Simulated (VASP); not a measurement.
# Ni (I4_1/amd) in VASP: notebook, part 2 of 2

VASP 6.6.1. Earlier steps stand in the parts before.

**3. Relaxation of shape and atoms at fixed volume, PBE, collinear spin, ferromagnetic start**

This run uses another cell than the first one, of 6.61 Å³/atom.

Contents of INCAR:

```
ALGO     = Normal         # electronic algorithm
EDIFF    = 1E-7           # SCF threshold, eV
EDIFFG   = -0.005         # ionic threshold
ENCUT    = 600            # plane-wave cutoff, eV
GGA      = PE             # functional
IBRION   = 2              # ionic algorithm
ISIF     = 4              # what is computed and relaxed
ISMEAR   = -1             # smearing method
ISPIN    = 2              # spin polarisation
LASPH    = T              # aspherical terms in the spheres
LCHARG   = F              # write CHGCAR
LMAXMIX  = 4              # l up to which the mixer works
LORBIT   = 11             # projections on sites
LREAL    = F              # projectors in reciprocal space
LWAVE    = F              # write WAVECAR
MAGMOM   = 1 1            # initial moments
NELM     = 150            # most SCF steps
NSW      = 50             # ionic steps
PREC     = Accurate       # precision mode
SIGMA    = 0.1            # smearing width, eV
```

Contents of KPOINTS:

```
k-points
0
Gamma
  20 20 20
```

Contents of POSCAR:

```
Ni
1.0
   -1.8262867903      1.8262867903      0.9915185105
    1.8262867903     -1.8262867903      0.9915185105
    1.8262867903      1.8262867903     -0.9915185105
Ni
2
Direct
   -0.3750000000     -0.1250000000     -0.2500000000
    0.3750000000      0.1250000000      0.2500000000
```

Potentials or basis: VASP PAW PBE potentials, release 64 (Ni).

Run with:

```console
cat potpaw_PBE.64/Ni/POTCAR > POTCAR
mpirun -np 1 vasp_std > vasp.out
```

OUTCAR:

```text
EDIFF = 1E-7
   EDIFFG = -0.005
   ENCUT = 600
   GGA = PE
   IBRION = 2
   ISIF = 4
   ISMEAR = -1
   ISPIN = 2
   LASPH = T
   LORBIT = 11
   LREAL = F
   NELM = 150
   NSW = 50
   PREC = Accurate

 ion  position               nearest neighbor table
   1  0.625  0.875  0.750-   2 1.89   2 1.89   2 1.89   2 1.89   2 2.36   2 2.36   2 2.36   2 2.36
                             2 3.08   2 3.08
   2  0.375  0.125  0.250-   1 1.89   1 1.89   1 1.89   1 1.89   1 2.36   1 2.36   1 2.36   1 2.36
                             1 3.08   1 3.08

  LATTYP: Found a body centered tetragonal cell.
 ALAT       =     3.6525735806
 C/A-ratio  =     0.5429150097

  Lattice vectors:

 A1 = (  -1.8262867903,   1.8262867903,   0.9915185105)
 A2 = (   1.8262867903,  -1.8262867903,   0.9915185105)
 A3 = (   1.8262867903,   1.8262867903,  -0.9915185105)

Analysis of symmetry for initial positions (statically):
=====================================================================
 Subroutine PRICEL returns:
 Original cell was already a primitive cell.

 Routine SETGRP: Setting up the symmetry group for a
 body centered tetragonal supercell.

 Subroutine GETGRP returns: Found 16 space group operations
 (whereof  4 operations were pure point group operations)
 out of a pool of 16 trial point group operations.

The static configuration has the point symmetry C_2h.
 The point group associated with its full space group is D_4h.

Analysis of symmetry for dynamics (positions and initial velocities):
=====================================================================
 Subroutine PRICEL returns:
 Original cell was already a primitive cell.

 Routine SETGRP: Setting up the symmetry group for a
 body centered tetragonal supercell.

 Subroutine GETGRP returns: Found 16 space group operations
 (whereof  4 operations were pure point group operations)
 out of a pool of 16 trial point group operations.

The dynamic configuration has the point symmetry C_2h.
 The point group associated with its full space group is D_4h.

Analysis of structural, dynamic, and magnetic symmetry:
=====================================================================
 Subroutine PRICEL returns:
 Original cell was already a primitive cell.

 Routine SETGRP: Setting up the symmetry group for a
 body centered tetragonal supercell.

 Subroutine GETGRP returns: Found 16 space group operations
 (whereof  4 operations were pure point group operations)
 out of a pool of 16 trial point group operations.

The overall configuration has the point symmetry C_2h.
 The point group associated with its full space group is D_4h.

 Subroutine INISYM returns: Found 16 space group operations
 (whereof  4 operations are pure point group operations),
 and found     1 'primitive' translations

----------------------------------------------------------------------------------------

                                     Primitive cell

  volume of cell :      13.2281

  direct lattice vectors                    reciprocal lattice vectors
    -1.826286790  1.826286790  0.991518510     0.000000000  0.273779563  0.504277020
     1.826286790 -1.826286790  0.991518510     0.273779563  0.000000000  0.504277020
     1.826286790  1.826286790 -0.991518510     0.273779563  0.273779563  0.000000000

  length of vectors
     2.766542217  2.766542217  2.766542217     0.573803592  0.573803592  0.387182772

  position of ions in fractional coordinates (direct lattice)
     0.625000000  0.875000000  0.750000000
     0.375000000  0.125000000  0.250000000

  ion indices of the primitive-cell ions
   primitive index   ion index
                 1           1
[... 79 lines left out ...]
   ISIF   =      4    stress and relaxation
   ISYM   =      2    0-nonsym 1-usesym 2-fastsym
   POTIM  = 0.5000    time-step for ionic-motion
   TEBEG  =    0.0;   TEEND  =   0.0 temperature during run
   PSTRESS=    0.0 pullay stress
   NELECT =      20.0000    total number of electrons
   NUPDOWN=      -1.0000    fix difference up-down
   EMIN   =  10.00;   EMAX   =-10.00  energy-range for DOS
   EFERMI =   0.00;   METHOD = LEGACY
   ISMEAR =    -1;   SIGMA  =   0.10  broadening in eV -4-tet -1-fermi 0-gaus
   EFERMI_NEDOS =   21; number of points for ismear=-14 and -15
   IALGO  =     38    algorithm
   IMIX   =      4    mixing-type and parameters
     AMIX     =   0.40;   BMIX     =  1.00
     AMIX_MAG =   1.60;   BMIX_MAG =  1.00
  volume/ion in A,a.u.               =       6.61        44.63
  Fermi-wavevector in a.u.,A,eV,Ry     =   1.878964  3.550728 48.035471  3.530508
  Thomas-Fermi vector in A             =   2.922895
   LORBIT       =     11    0 simple, 1 ext, 2 COOP (PROOUT), +10 PAW based schemes
   GGA     = PE    functional components
   LHFCALC =     F    Hartree Fock is set to
   AEXX    =    0.0000 exact exchange contribution
   IVDW    =     0    specifies the selected vdW correction
   LEPSILON=     F    determine dielectric tensor
   LRPA    =     F    only Hartree local field effects (RPA)
 conjugate gradient relaxation of ions
 spin polarized calculation
  energy-cutoff  :      600.00
  volume of cell :       13.23
 maximum number of plane-waves:       462
 NGX is ok and might be reduce to    24
   NGX = 11   NGY = 11   NGZ = 11

--------------------------------------- Ionic step        1  -------------------------------------------

 number of electron      20.0000009 magnetization      -0.0001116

 number of electron      20.0000009 magnetization       0.0000124

 Free energy of the ion-electron system (eV)
  ---------------------------------------------------
  ext. energy  EPLUGINS =         0.00000000
  ---------------------------------------------------
  free energy    TOTEN  =        -2.80764478 eV

  energy without entropy =       -2.74877666  energy(sigma->0) =       -2.77821072

------------------------ aborting loop because EDIFF is reached ----------------------------------------

  FORCE on cell =-STRESS in cart. coord.  units (eV):
  Direction    XX          YY          ZZ          XY          YZ          ZX
  --------------------------------------------------------------------------------------
  -------------------------------------------------------------------------------------
  Total       31.5341516     31.5341516     31.4995328      0.0000000     -0.0000000      0.0000000
  in kB     3819.3807994   3819.3807994   3815.1878083      0.0000000     -0.0000000      0.0000000
  external PRESSURE =    3817.9831357 kB  Pullay stress =       0.0000000 kB
[... 63 lines left out ...]
 number of electron      20.0000009 magnetization      -0.0000058

 number of electron      20.0000009 magnetization       0.0000056

 Free energy of the ion-electron system (eV)
  ---------------------------------------------------
  ext. energy  EPLUGINS =         0.00000000
  ---------------------------------------------------
  free energy    TOTEN  =        -2.80764755 eV

  energy without entropy =       -2.74879436  energy(sigma->0) =       -2.77822096

 E-fermi :  18.9615     XC(G=0): -16.3993

 val. band max:       18.9611953269   @ k =  -0.4500   0.5000   0.1000
 cond. band min:      18.9627814271   @ k =  -0.2000  -0.4000   0.0500
 fundamental gap:      0.0015861001
 Fermi energy:        18.9614639126

 spin component 1

 k-point     1 :       0.0000    0.0000    0.0000
  band No.  band energies     occupation
      1       5.9063      1.00000
      2       9.3946      1.00000
      3      11.8834      1.00000
      4      12.6096      1.00000
      5      13.3345      1.00000
      6      17.2007      1.00000
      7      17.2007      1.00000
      8      17.2547      1.00000
      9      17.2547      1.00000
     10      19.2237      0.06771
     11      20.3212      0.00000
     12      27.8646      0.00000
     13      27.8646      0.00000
     14      36.4226      0.00000
[... 403 lines left out ...]
      4      13.4783      1.00000
      5      14.1307      1.00000
      6      14.8778      1.00000
      7      16.3864      1.00000
      8      16.8671      1.00000
      9      17.6950      1.00000
     10      18.2591      0.99911
     11      19.4106      0.01108
     12      29.1527      0.00000
     13      31.4272      0.00000
     14      35.0181      0.00000
     15      39.8853      0.00000

 [... further k-points ...]

 spin component 2

 k-point     1 :       0.0000    0.0000    0.0000
  band No.  band energies     occupation
      1       5.9063      1.00000
      2       9.3946      1.00000
      3      11.8834      1.00000
      4      12.6096      1.00000
      5      13.3345      1.00000
      6      17.2007      1.00000
      7      17.2007      1.00000
      8      17.2547      1.00000
      9      17.2547      1.00000
     10      19.2237      0.06771
     11      20.3212      0.00000
     12      27.8646      0.00000
     13      27.8646      0.00000
     14      36.4226      0.00000
[... 444 lines left out ...]
  FREE ENERGIE OF THE ION-ELECTRON SYSTEM (eV)
  ---------------------------------------------------
  free  energy   TOTEN  =        -2.8076475486 eV

  energy  without entropy=       -2.7487943648  energy(sigma->0) =       -2.77822096

 reached required accuracy - stopping structural energy minimisation

 total charge

# of ion       s       p       d       tot
------------------------------------------
    1        0.827   1.111   8.974  10.912
    2        0.827   1.111   8.974  10.912
--------------------------------------------------
tot          1.654   2.223  17.949  21.825

 magnetization (x)

# of ion       s       p       d       tot
------------------------------------------
    1        0.000  -0.000  -0.000  -0.000
    2        0.000  -0.000  -0.000  -0.000
--------------------------------------------------
tot          0.000  -0.000  -0.000  -0.000
```

It took 12 min on 1 thread of Oxide Virtual Turin-like, shared host; peak memory 0.32 GiB.

What came out:

```yaml
Free_energy: -2.8076 eV
Energy_gained_by_relaxing: 0.0 meV/atom
Ionic_steps: 3
Pressure_after_relaxing: 381.8 GPa
Band_gap_on_the_k_mesh: zero (filled and empty bands overlap)
Net_moment: 0.00 μB per cell
```

Final structure:
```xyz
2
Lattice="-1.8264 1.8264 0.9914 1.8264 -1.8264 0.9914 1.8264 1.8264 -0.9914" Properties=species:S:1:pos:R:3 pbc="T T T"
Ni    1.8264    0.9132    0.7435
Ni    0.0000    0.9132    0.2478
```

Caveat: the moments typed at the start vanished in this run.
